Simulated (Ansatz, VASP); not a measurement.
**KF: VASP beside Ansatz**

```
K F
1.0
     0.00000    3.01395    3.01395
     3.01395    0.00000    3.01395
     3.01395    3.01395    0.00000
K F
1 1
Direct
  0.00000 0.00000 0.00000
  0.25000 0.25000 0.25000
```

Change from the starting cell: volume scaled by 1.04.

Alike in both runs: task single point; functional PBE; k mesh 11 × 11 × 11; occupations fermi-dirac, width 0.05 eV; no spin polarisation.

```csv
,VASP,Ansatz
version,VASP 6.6.1,Ansatz 0.2.0
potentials or method,"VASP PAW PBE potentials, release 64 (K_sv, F), cutoff 600 eV","all-electron LAPW, scalar-relativistic"
```

```tsv
	VASP	Ansatz	Ansatz less VASP
gap on the k mesh at the Fermi level (eV)	4.95	4.96	+0.006
pressure (GPa)	-0.8	-0.7	+0.04
```

Ansatz ran all-electron here, and VASP with PAW potentials.
